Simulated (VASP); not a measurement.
# C: single point with PBE

The system is C.

```
CELL_PARAMETERS angstrom
2.47013 0.09238 0.09238
-1.15507 2.09301 0.03381
0.45553 0.45553 12.18053
ATOMIC_POSITIONS crystal
C 0.00000 0.00000 0.18686
C 0.00000 0.00000 0.68686
C 0.00000 0.00000 0.31314
C 0.00000 0.00000 0.81314
C 0.33333 0.66667 0.52077
C 0.66667 0.33333 0.02077
C 0.33333 0.66667 0.97923
C 0.66667 0.33333 0.47923
C 0.33333 0.66667 0.64510
C 0.66667 0.33333 0.14510
C 0.33333 0.66667 0.85490
C 0.66667 0.33333 0.35490
```

```json
{"Program": "VASP 6.6.1", "Task": "single point", "Functional": "PBE", "Potentials or basis": "VASP PAW PBE potentials, release 64 (C)", "Cutoff": "520 eV", "k mesh": "12 × 12 × 2", "Occupations": "gaussian, width 0.05 eV", "Spin": "no spin polarisation", "Dipole correction": "no", "Further INCAR settings": "ALGO = Normal; EDIFF = 1e-06; NBANDS = 36"}
```

```yaml
Pressure: 35.8 GPa
Largest_force: 0.718 eV/Å
Band_gap_on_the_k_mesh: 3.03 eV (least direct gap 3.65 eV)
```

Forces on the atoms (eV/Å):
```
C   -0.012 -0.374  0.094
C   -0.558 -0.115  0.437
C    0.558  0.115 -0.437
C    0.012  0.374 -0.094
C   -0.510 -0.006  0.341
C    0.163 -0.261  0.065
C   -0.163  0.261 -0.065
C    0.510  0.006 -0.341
C    0.489  0.009 -0.317
C   -0.141  0.255 -0.039
C    0.141 -0.255  0.039
C   -0.489 -0.009  0.317
```

Stress tensor (GPa, compression positive):
```
 35.49 -45.23 -39.54
-45.23  37.03 -39.29
-39.54 -39.29  34.88
```

Levels at points of the mesh, in eV from the valence-band top:
```
           k point  band 20  band 21  band 22  band 23  band 24  band 25  band 26  band 27  band 28  band 29
(0.00, 0.00, 0.00)    -1.56    -1.05    -0.93    -0.15     0.00     3.65     4.94     5.02     5.08     6.11
(0.50, 0.00, 0.00)    -5.34    -4.09    -3.94    -3.34    -2.69     3.58     5.36     6.10     6.29     6.56
(0.00, 0.50, 0.00)    -5.49    -4.97    -4.64    -3.91    -3.03     4.33     4.33     5.05     5.05     6.62
(0.50, 0.50, 0.00)    -5.64    -5.36    -4.94    -4.76    -3.58     3.03     3.76     3.82     5.34     5.42
(0.00, 0.00, 0.50)    -1.61    -0.96    -0.84    -0.68    -0.26     3.77     4.66     5.20     5.66     5.86
(0.50, 0.00, 0.50)    -4.92    -4.80    -3.55    -3.01    -2.93     3.37     5.60     6.00     6.48     6.80
(0.00, 0.50, 0.50)    -5.58    -4.95    -4.45    -3.77    -3.06     4.19     4.42     4.65     5.75     5.83
(0.50, 0.50, 0.50)    -6.29    -5.11    -4.92    -4.33    -3.66     3.19     3.26     4.64     4.68     5.20
```

It took 3.8 min on 1 thread of Intel(R) Xeon(R) Platinum 8488C (Sapphire Rapids), on a shared host, peak memory 0.32 GiB.

Caveat: the cell stands under pressure. A k mesh can miss the band edges.
